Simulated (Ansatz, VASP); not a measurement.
MgO in VASP and in Ansatz

```xyz
2
Lattice="2.5562 0.0000 0.0000 0.0000 2.6233 0.0000 0.0000 0.0000 2.6233" Properties=species:S:1:pos:R:3 pbc="T T T"
Mg    0.0000    0.0000    0.0000
O     1.2781    1.3117    1.3117
```

Change from the starting cell: uniaxial_x strain -2.6%.

Alike in both runs: task single point; functional r2SCAN; k mesh 10 × 10 × 10; no spin polarisation.

|  | VASP | Ansatz |
| --- | --- | --- |
| version | VASP 6.6.1 | Ansatz 0.2.0 |
| potentials or method | VASP PAW PBE potentials, release 64 (Mg, O) | plane waves, PAW |
| plane-wave cutoff (eV) | 520 | 500 |
| occupations | gaussian, width 0.01 eV | fixed |
| valence electrons in the cell | 8 | 16 |

```csv
,VASP,Ansatz,Ansatz less VASP
gap on the k mesh at the Fermi level (eV),3.49,3.54,+0.041
pressure (GPa),3.2,4.4,+1.25
"traceless stress, the component that is largest in VASP (GPa)",12.72,12.65,-0.073
```

VASP's potentials were made for PBE, not for r2SCAN. VASP's potentials hold 8 valence electrons a cell and Ansatz's 16, so a difference there can come from the potentials and not from the codes.
